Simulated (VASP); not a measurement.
Input of a VASP 6.6.1 run:

Contents of INCAR:

```
PREC     = Accurate       # precision mode
ENCUT    = 520            # plane-wave cutoff, eV
EDIFF    = 1E-6           # SCF threshold, eV
ISMEAR   = 0              # smearing method
SIGMA    = 0.02           # smearing width, eV
LREAL    = F              # projectors in reciprocal space
LASPH    = T              # aspherical terms in the spheres
NELM     = 80             # most SCF steps
ALGO     = Normal         # electronic algorithm
ISIF     = 2              # what is computed and relaxed
LWAVE    = F              # write WAVECAR
LCHARG   = F              # write CHGCAR
NBANDS   = 44             # bands
```

The input KPOINTS:

```
Automatic mesh
0
Gamma
  6 6 6
```

POSCAR

```
SiO2
1.0
   -2.6164639144      4.3802296773      4.5085940936
    2.6164639144     -4.3802296773      4.5085940936
    2.6164639144      4.3802296773     -4.5085940936
Si O
4 8
Direct
    0.9034790704      0.8360453228      0.0674337476
    0.7313884248      0.1639546772      0.5674337476
    0.0965209296      0.1639546772      0.9325662524
    0.2686115752      0.8360453228      0.4325662524
    0.0937715159      0.8437715159      0.2500000000
    0.9062284841      0.1562284841      0.7500000000
    0.7585504241      0.5000000000      0.7585504241
    0.2414495759      0.0000000000      0.7414495759
    0.2414495759      0.5000000000      0.2414495759
    0.7585504241      0.0000000000      0.2585504241
    0.0000000000      0.0000000000      0.0000000000
    0.5000000000      0.0000000000      0.5000000000
```

Potentials or basis: VASP PAW LDA potentials, release 64 (Si, O).

Run with:

```bash
$ cat potpaw_LDA.64/Si/POTCAR potpaw_LDA.64/O/POTCAR > POTCAR
$ mpirun -np 1 vasp_std > vasp.out
```

Problem. Estimate the band gap on the k mesh.

Solution. 5.39 eV, indirect (the least direct gap lies 3.0 meV higher).

Problem. Predict the largest force.

Solution. 0.046 eV/Å.

Problem. Predict the pressure.

Solution. 1.0 GPa.

Forces in eV/Å, atoms in the order of the input:
```
Si   0.000 -0.040  0.023
Si   0.000 -0.040 -0.023
Si   0.000  0.040 -0.023
Si   0.000  0.040  0.023
O    0.000  0.000 -0.006
O    0.000  0.000  0.006
O    0.000 -0.020  0.000
O    0.000  0.020  0.000
O    0.000  0.020  0.000
O    0.000 -0.020  0.000
O    0.000  0.000  0.000
O    0.000  0.000  0.000
```

 A k mesh can miss the band edges.
